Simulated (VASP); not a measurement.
# AlRu (P4/mmm) in VASP: a series of runs

The runs below take AlRu through single point, with PBEsol.

Program: VASP 6.6.1. These are calculated values, not measurements. Logs are shortened: lines on timing, memory, paths and dates and some standing lists are left out, and cuts for length are marked.

## 1. The cell of the first run

Symmetry: P4/mmm, No. 123, tetragonal system. Conventional cell: a = 2.976 Å, b = 2.976 Å, c = 5.953 Å, α = 90.00°, β = 90.00°, γ = 90.00°. Within 3.4 Å of Al (site symmetry 4mm) lie 8 Ru at 2.57 to 2.59 Å and 6 Al at 2.95 to 3.01 Å. Ru (site symmetry 4/mmm) has 8 Al at 2.59 Å and 6 Ru at 2.98 Å within 3.4 Å. Within 3.4 Å of Ru (site symmetry 4/mmm) lie 8 Al at 2.57 Å and 6 Ru at 2.98 Å.

## 2. Single point, PBEsol (mode 4 frozen in at +0.000 Å and mode 12 at -0.015 Å (largest displacements))

Contents of INCAR:

```
SYSTEM = AlRu
PREC = Accurate
ENCUT = 520
EDIFF = 1E-7
ISMEAR = 0
SIGMA = 0.15
LREAL = .False.
LASPH = .True.
NELM = 80
ALGO = Fast
ISIF = 2
LWAVE = .False.
LCHARG = .True.
GGA = PS
LELF = .True.
LVHAR = .True.
NBANDS = 25
```

Contents of KPOINTS:

```
Automatic mesh
0
Gamma
  16 16 8
  0 0 0
```

Contents of POSCAR:

```
AlRu
1.0
    2.9763250904      0.0000000000      0.0000000000
    0.0000000000      2.9763250904      0.0000000000
    0.0000000000      0.0000000000      5.9526501809
Al Ru
2 2
Direct
    0.0000000000      0.0000000000     -0.0024526891
    0.0000000000      0.0000000000      0.5024526891
    0.5000000000      0.5000000000      0.2500000000
    0.5000000000      0.5000000000      0.7500000000
```

Potentials or basis: VASP PAW PBE potentials, release 64 (Al, Ru_pv).

Run with:

```sh
$ cat potpaw_PBE.64/Al/POTCAR potpaw_PBE.64/Ru_pv/POTCAR > POTCAR
$ mpirun -np 1 vasp_std > vasp.out
```

OUTCAR:

```text
SYSTEM = AlRu
   PREC = Accurate
   ENCUT = 520
   EDIFF = 1E-7
   ISMEAR = 0
   LREAL = .False.
   LASPH = .True.
   NELM = 80
   ISIF = 2
   GGA = PS

 ion  position               nearest neighbor table
   1  0.000  0.000  0.998-   4 2.57   4 2.57   4 2.57   4 2.57   3 2.59   3 2.59   3 2.59   3 2.59
                             2 2.95   2 3.01
   2  0.000  0.000  0.502-   4 2.57   4 2.57   4 2.57   4 2.57   3 2.59   3 2.59   3 2.59   3 2.59
                             1 2.95   1 3.01
   3  0.500  0.500  0.250-   1 2.59   2 2.59   1 2.59   2 2.59   1 2.59   2 2.59   1 2.59   2 2.59
                             4 2.98   4 2.98
   4  0.500  0.500  0.750-   1 2.57   2 2.57   1 2.57   2 2.57   1 2.57   2 2.57   1 2.57   2 2.57
                             3 2.98   3 2.98

  LATTYP: Found a simple tetragonal cell.
 ALAT       =     2.9763250904
 C/A-ratio  =     2.0000000000

  Lattice vectors:

 A1 = (   2.9763250904,   0.0000000000,   0.0000000000)
 A2 = (   0.0000000000,   2.9763250904,   0.0000000000)
 A3 = (   0.0000000000,   0.0000000000,   5.9526501809)

Analysis of symmetry for initial positions (statically):
=====================================================================
 Subroutine PRICEL returns:
 Original cell was already a primitive cell.

 Routine SETGRP: Setting up the symmetry group for a
 simple tetragonal supercell.

 Subroutine GETGRP returns: Found 16 space group operations
 (whereof  8 operations were pure point group operations)
 out of a pool of 16 trial point group operations.

The static configuration has the point symmetry C_4v.
 The point group associated with its full space group is D_4h.

Analysis of symmetry for dynamics (positions and initial velocities):
=====================================================================
 Subroutine PRICEL returns:
 Original cell was already a primitive cell.

 Routine SETGRP: Setting up the symmetry group for a
 simple tetragonal supercell.

 Subroutine GETGRP returns: Found 16 space group operations
 (whereof  8 operations were pure point group operations)
 out of a pool of 16 trial point group operations.

The dynamic configuration has the point symmetry C_4v.
 The point group associated with its full space group is D_4h.

 Subroutine INISYM returns: Found 16 space group operations
 (whereof  8 operations are pure point group operations),
 and found     1 'primitive' translations

----------------------------------------------------------------------------------------

[... 93 lines left out ...]
   LASPH  =      T    aspherical Exc in radial PAW
   ENCUT  =  520.0 eV  38.22 Ry    6.18 a.u.   5.53  5.53 11.07*2*pi/ulx,y,z
   NELM   =     80;   NELMIN=  2; NELMDL= -5     # of ELM steps
   EDIFF  = 0.1E-06   stopping-criterion for ELM
   LREAL  =      F    real-space projection
   EDIFFG = 0.1E-05   stopping-criterion for IOM
   NSW    =      0    number of steps for IOM
   IBRION =     -1    ionic relax: 0-MD 1-quasi-New 2-CG
   NFREE  =      0    steps in history (QN), initial steepest desc. (CG)
   ISIF   =      2    stress and relaxation
   ISYM   =      2    0-nonsym 1-usesym 2-fastsym
   POTIM  = 0.5000    time-step for ionic-motion
   TEBEG  =    0.0;   TEEND  =   0.0 temperature during run
   PSTRESS=    0.0 pullay stress
   NELECT =      34.0000    total number of electrons
   NUPDOWN=      -1.0000    fix difference up-down
   EMIN   =  10.00;   EMAX   =-10.00  energy-range for DOS
   EFERMI =   0.00;   METHOD = LEGACY
   ISMEAR =     0;   SIGMA  =   0.15  broadening in eV -4-tet -1-fermi 0-gaus
   EFERMI_NEDOS =   21; number of points for ismear=-14 and -15
   IALGO  =     68    algorithm
   IMIX   =      4    mixing-type and parameters
     AMIX     =   0.40;   BMIX     =  1.00
     AMIX_MAG =   1.60;   BMIX_MAG =  1.00
  volume/ion in A,a.u.               =      13.18        88.96
  Fermi-wavevector in a.u.,A,eV,Ry     =   1.414308  2.672655 27.215300  2.000268
  Thomas-Fermi vector in A             =   2.535864
   LORBIT       =      0    0 simple, 1 ext, 2 COOP (PROOUT), +10 PAW based schemes
   GGA     = PS    functional components
   LHFCALC =     F    Hartree Fock is set to
   AEXX    =    0.0000 exact exchange contribution
   IVDW    =     0    specifies the selected vdW correction
   LEPSILON=     F    determine dielectric tensor
   LRPA    =     F    only Hartree local field effects (RPA)
 non-spin polarized calculation
 RMM-DIIS sequential band-by-band and
 Gauss-broadening in eV      SIGMA  =   0.15
  energy-cutoff  :      520.00
  volume of cell :       52.73
 maximum number of plane-waves:      1447
 NGX is ok and might be reduce to    24
   NGX = 11   NGY = 11   NGZ = 23

 number of electron      33.9999992 magnetization

 Free energy of the ion-electron system (eV)
  ---------------------------------------------------
  ext. energy  EPLUGINS =         0.00000000
  ---------------------------------------------------
  free energy    TOTEN  =       -31.05161542 eV

  energy without entropy =      -31.01430039  energy(sigma->0) =      -31.03295791

 E-fermi :  10.8332     XC(G=0): -12.7661

 val. band max:       10.8284974828   @ k =   0.2500   0.1250   0.0000
 cond. band min:      10.8354710267   @ k =   0.4375   0.3750   0.5000
 fundamental gap:      0.0069735439
 Fermi energy:        10.8332051072

 k-point     1 :       0.0000    0.0000    0.0000
  band No.  band energies     occupation
      1     -31.1230      2.00000
      2     -30.9000      2.00000
      3     -30.9000      2.00000
      4     -30.8998      2.00000
      5     -30.8809      2.00000
      6     -30.8809      2.00000
[... 661 lines left out ...]
     24      20.4846      0.00000
     25      20.6172      0.00000

 [... further k-points ...]
[... 5 lines left out ...]
  --------------------------------------------------------------------------------------
  -------------------------------------------------------------------------------------
  Total        0.0370326      0.0370326      0.0414692      0.0000000      0.0000000      0.0000000
  in kB        1.1251856      1.1251856      1.2599836      0.0000000      0.0000000      0.0000000
  external PRESSURE =       1.1701183 kB  Pullay stress =       0.0000000 kB

 VOLUME and BASIS-vectors are now :
 -----------------------------------------------------------------------------
  energy-cutoff  :      520.00
  volume of cell :       52.73
      direct lattice vectors                 reciprocal lattice vectors
     2.976325090  0.000000000  0.000000000     0.335984803  0.000000000  0.000000000
     0.000000000  2.976325090  0.000000000     0.000000000  0.335984803  0.000000000
     0.000000000  0.000000000  5.952650181     0.000000000  0.000000000  0.167992402

 POSITION                                       TOTAL-FORCE (eV/Angst)
 -----------------------------------------------------------------------------------
      0.00000      0.00000      5.93805        -0.000000      0.000000      0.164846
      0.00000      0.00000      2.99093        -0.000000      0.000000     -0.164846
      1.48816      1.48816      1.48816         0.000000      0.000000     -0.000000
      1.48816      1.48816      4.46449        -0.000000     -0.000000     -0.000000
 -----------------------------------------------------------------------------------
    total drift:                                0.000000     -0.000000     -0.000000

  FREE ENERGIE OF THE ION-ELECTRON SYSTEM (eV)
  ---------------------------------------------------
  free  energy   TOTEN  =       -31.0516154214 eV

  energy  without entropy=      -31.0143003940  energy(sigma->0) =      -31.03295791
```

OSZICAR:

```text
N       E                     dE             d eps       ncg     rms          rms(c)
DAV:   1     0.298886639627E+03    0.29889E+03   -0.19036E+04 11610   0.134E+03
DAV:   2    -0.247672165126E+02   -0.32365E+03   -0.31221E+03 11910   0.395E+02
DAV:   3    -0.325638901889E+02   -0.77967E+01   -0.76111E+01 13732   0.635E+01
[... 11 lines left out ...]
RMM:  15    -0.310516157750E+02    0.18646E-05   -0.31540E-06 15274   0.936E-03    0.256E-02
RMM:  16    -0.310516148332E+02    0.94179E-06   -0.48317E-07 11383   0.405E-03    0.955E-03
RMM:  17    -0.310516151082E+02   -0.27507E-06   -0.10855E-07  8704   0.223E-03    0.341E-03
RMM:  18    -0.310516154926E+02   -0.38436E-06   -0.95904E-08  8047   0.242E-03    0.335E-03
RMM:  19    -0.310516154214E+02    0.71155E-07   -0.20233E-08  7468   0.832E-04
   1 F= -.31051615E+02 E0= -.31032958E+02  d E =-.373150E-01
```

It took 3 min on 1 thread of Intel Xeon 6975P-C (Granite Rapids), shared host; peak memory 0.35 GiB.

What came out:

```
Free energy            : -31.0516 eV
Pressure               : 0.1 GPa
Largest force          : 0.165 eV/Å
Band gap on the k mesh : zero (band 17 reaches 12.68 eV, above the bottom of band 18 at 9.51 eV)
```

Forces in eV/Å, atoms in the order of the input:
```
Al   0.000  0.000  0.165
Al   0.000  0.000 -0.165
Ru   0.000  0.000  0.000
Ru   0.000  0.000  0.000
```

Caveat: the cell differs from its parent crystal (mode 4 frozen in at +0.000 Å and mode 12 at -0.015 Å (largest displacements)); the PAW data sets were made with another functional, which shifts forces and pressure a little.

## 3. Single point, PBEsol (mode 4 frozen in at +0.000 Å and mode 12 at -0.058 Å (largest displacements))

Contents of INCAR:

```
PREC = Accurate
ENCUT = 520
EDIFF = 1E-6
ISMEAR = 0
SIGMA = 0.15
LREAL = False
LASPH = True
NELM = 60
ALGO = Fast
ISIF = 2
LWAVE = False
LCHARG = True
GGA = PS
LELF = True
LVHAR = True
NBANDS = 25
```

Contents of KPOINTS:

```
Automatic mesh
0
Gamma
  16 16 8
```

POSCAR: that of step 2 with these lines changed.

```diff
@@ -8,4 +8,4 @@
 Direct
-    0.0000000000      0.0000000000     -0.0024526891
-    0.0000000000      0.0000000000      0.5024526891
+    0.0000000000      0.0000000000     -0.0098107563
+    0.0000000000      0.0000000000      0.5098107563
     0.5000000000      0.5000000000      0.2500000000
```

Potentials or basis: VASP PAW PBE potentials, release 64 (Al, Ru_pv).

Run with:

```sh
$ cat potpaw_PBE.64/Al/POTCAR potpaw_PBE.64/Ru_pv/POTCAR > POTCAR
$ mpirun -np 1 vasp_std > vasp.out
```

Run time: 2 min. Hardware: 1 thread of Intel Xeon 6975P-C (Granite Rapids), shared host; peak memory 0.35 GiB.

It converged, with:

- Free energy: -31.0152 eV
- Pressure: 0.5 GPa
- Largest force: 0.672 eV/Å
- Band gap on the k mesh: zero (band 17 reaches 12.52 eV, above the bottom of band 18 at 9.62 eV)

Forces on the atoms (eV/Å):
```
Al   0.000  0.000  0.672
Al   0.000  0.000 -0.672
Ru   0.000  0.000  0.000
Ru   0.000  0.000  0.000
```

Stress tensor (GPa, compression positive):
```
0.42 0.00 0.00
0.00 0.42 0.00
0.00 0.00 0.63
```

Levels at points of the mesh, in eV from the Fermi level:
```tsv
k point	band 13	band 14	band 15	band 16	band 17	band 18	band 19	band 20	band 21	band 22
(0.00, 0.00, 0.00)	-1.65	-1.65	0.14	0.18	0.18	0.46	2.32	6.11	6.11	6.14
(0.50, 0.00, 0.00)	-1.65	-1.40	-1.39	-1.22	-1.17	0.44	1.54	2.31	5.36	6.41
(0.50, 0.50, 0.00)	-1.40	-1.21	-1.21	1.53	1.64	1.65	2.68	4.11	4.11	4.12
(0.00, 0.00, 0.50)	-0.95	-0.95	-0.81	-0.81	0.20	0.39	3.11	3.19	7.85	7.85
(0.50, 0.00, 0.50)	-1.80	-1.61	-1.50	-1.29	-0.56	-0.41	2.12	2.20	7.17	7.46
(0.50, 0.50, 0.50)	-1.46	-1.40	1.55	1.63	1.69	1.69	2.09	2.09	4.58	4.73
```

Caveat: the cell differs from its parent crystal (mode 4 frozen in at +0.000 Å and mode 12 at -0.058 Å (largest displacements)); the PAW data sets were made with another functional, which shifts forces and pressure a little.

## 4. Single point, PBEsol (mode 4 frozen in at +0.000 Å and mode 12 at -0.029 Å (largest displacements))

Contents of INCAR:

```
SYSTEM = AlRu
PREC = Accurate ; ENCUT = 520
EDIFF = 1E-6 ; ISMEAR = 0
SIGMA = 0.15 ; LREAL = .False.
LASPH = .True. ; NELM = 60
ALGO = Fast ; ISIF = 2
LWAVE = .False. ; LCHARG = .True.
GGA = PS ; LELF = .True.
LVHAR = .True. ; NBANDS = 25
```

Contents of KPOINTS:

```
regular mesh
0
Gamma
  16 16 8
  0 0 0
```

POSCAR: that of step 3 with these lines changed.

```diff
@@ -8,4 +8,4 @@
 Direct
-    0.0000000000      0.0000000000     -0.0098107563
-    0.0000000000      0.0000000000      0.5098107563
+    0.0000000000      0.0000000000     -0.0049053781
+    0.0000000000      0.0000000000      0.5049053781
     0.5000000000      0.5000000000      0.2500000000
```

Run with:

```sh
$ cat potpaw_PBE.64/Al/POTCAR potpaw_PBE.64/Ru_pv/POTCAR > POTCAR
$ mpirun -np 1 vasp_std > vasp.out
```

It took 2.2 min on 1 thread of Intel Xeon 6975P-C (Granite Rapids), shared host; peak memory 0.35 GiB.

The run converged. Its results:

| Property | Result |
| --- | --- |
| Free energy | -31.0444 eV |
| Pressure | 0.2 GPa |
| Largest force | 0.330 eV/Å |
| Band gap on the k mesh | zero (band 17 reaches 12.63 eV, above the bottom of band 18 at 9.55 eV) |

Forces in eV/Å, atoms in the order of the input:
```
Al   0.000  0.000  0.330
Al   0.000  0.000 -0.330
Ru   0.000  0.000  0.000
Ru   0.000  0.000  0.000
```

Levels at points of the mesh, in eV from the Fermi level:
| k point | band 13 | band 14 | band 15 | band 16 | band 17 | band 18 | band 19 | band 20 | band 21 | band 22 |
| --- | --- | --- | --- | --- | --- | --- | --- | --- | --- | --- |
| (0.00, 0.00, 0.00) | -1.65 | -1.65 | 0.17 | 0.18 | 0.18 | 0.45 | 2.32 | 6.13 | 6.13 | 6.13 |
| (0.50, 0.00, 0.00) | -1.65 | -1.40 | -1.39 | -1.21 | -1.20 | 0.44 | 1.55 | 2.32 | 5.36 | 6.42 |
| (0.50, 0.50, 0.00) | -1.40 | -1.21 | -1.21 | 1.54 | 1.64 | 1.65 | 2.68 | 4.12 | 4.12 | 4.12 |
| (0.00, 0.00, 0.50) | -0.92 | -0.92 | -0.84 | -0.84 | 0.26 | 0.35 | 3.12 | 3.17 | 7.98 | 7.98 |
| (0.50, 0.00, 0.50) | -1.72 | -1.57 | -1.52 | -1.36 | -0.52 | -0.44 | 2.14 | 2.18 | 7.31 | 7.46 |
| (0.50, 0.50, 0.50) | -1.44 | -1.42 | 1.58 | 1.61 | 1.79 | 1.79 | 1.99 | 1.99 | 4.63 | 4.70 |

Caveat: the cell differs from its parent crystal (mode 4 frozen in at +0.000 Å and mode 12 at -0.029 Å (largest displacements)); the PAW data sets were made with another functional, which shifts forces and pressure a little.
